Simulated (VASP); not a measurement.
# As: relaxation of cell and atoms with PBE

The system is As.

```xyz
1
Lattice="-1.5086 1.5086 1.5086 1.5086 -1.5086 1.5086 1.5086 1.5086 -1.5086" Properties=species:S:1:pos:R:3 pbc="T T T"
As    0.0000    0.0000    0.0000
```

```yaml
Program: VASP 6.6.1
Task: relaxation of cell and atoms
Functional: PBE
Potentials_or_basis: VASP PAW PBE potentials, release 64 (As)
Cutoff: 600 eV
k_mesh: 18 × 18 × 18
Occupations: fermi-dirac, width 0.08 eV
Spin: no spin polarisation
Target_pressure: 56 GPa
Dipole_correction: no
Further_INCAR_settings: ALGO = Normal; EDIFF = 1e-07; IBRION = 2; EDIFFG = -0.005; NSW = 60; ISIF = 3
```

- Relaxed volume: 13.68 Å³/atom
- Relaxed cell: a = 2.610 Å, b = 2.610 Å, c = 2.610 Å, α = 109.47°, β = 109.47°, γ = 109.47°
- Space group after relaxing (to 0.05 Å): Im-3m (No. 229)
- Energy change on relaxing (the enthalpy is what falls): +17.3 meV/atom
- Ionic steps: 3
- Pressure after relaxing: 56.0 GPa

Step by step:
```tsv
step	energy change (eV)	largest force (eV/Å)	pressure (GPa)	volume (Å³)
1	0.0000	0.0000	54.98	13.73
2	0.0612	0.0000	58.64	13.56
3	0.0173	0.0000	56.01	13.68
```

Final structure:
```cif
data_structure
_symmetry_space_group_name_H-M 'P 1'
_symmetry_Int_Tables_number 1
_cell_length_a 2.6097
_cell_length_b 2.6097
_cell_length_c 2.6097
_cell_angle_alpha 109.471
_cell_angle_beta 109.471
_cell_angle_gamma 109.471
_cell_volume 13.68
loop_
_atom_site_label
_atom_site_type_symbol
_atom_site_fract_x
_atom_site_fract_y
_atom_site_fract_z
_atom_site_occupancy
As1 As 0.00000 0.00000 0.00000 1
```

Levels at points of the mesh, in eV from the Fermi level:
```
           k point  band 1  band 2  band 3  band 4  band 5  band 6
(0.00, 0.00, 0.00)  -18.63    9.16    9.16    9.16   14.72   14.72
(0.50, 0.00, 0.00)  -11.28   -9.25    2.94    5.91    8.79    9.28
(0.50, 0.50, 0.50)   -4.59   -3.19   -3.19   -3.19    2.54    2.54
```

Wall time 11 s on 1 thread of Intel(R) Xeon(R) 6975P-C (Granite Rapids) (shared host), peak memory 0.15 GiB.

Caveat: the cell is relaxed towards a set pressure, so the enthalpy falls and the energy may rise.
